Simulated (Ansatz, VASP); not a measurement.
One calculation of Re, two programs

```xyz
1
Lattice="0.0000 1.8960 1.8170 1.8960 0.0000 1.8170 1.8960 1.8960 0.0000" Properties=species:S:1:pos:R:3 pbc="T T T"
Re    0.0000    0.0000    0.0000
```

Change from the starting cell: strain -0.040 along x and y, -0.080 along z, atoms carried along.

Alike in both runs: task single point; functional PBEsol; k mesh 20 × 20 × 20; occupations gaussian, width 0.15 eV; no spin polarisation.

|  | VASP | Ansatz |
| --- | --- | --- |
| version | VASP 6.6.1 | Ansatz 0.2.0 |
| potentials or method | VASP PAW PBE potentials, release 64 (Re), cutoff 520 eV | scalar-relativistic, plane waves, PAW |
| valence electrons in the cell | 7 | 15 |

```tsv
	VASP	Ansatz	Ansatz less VASP
gap on the k mesh at the Fermi level (eV)	none	none	-
pressure (GPa)	57.1	55.5	-1.59
traceless stress, the component that is largest in VASP (GPa)	10.55	10.61	+0.064
```

VASP's potentials were made for PBE, not for PBEsol. A gap of «none» marks a metal or a gap that the smearing closes. Both programs put the cell under a high pressure, so it lies far from rest at this level. VASP's potentials hold 7 valence electrons a cell and Ansatz's 15, so a difference there can come from the potentials and not from the codes.

Spin-orbit coupling is off throughout.
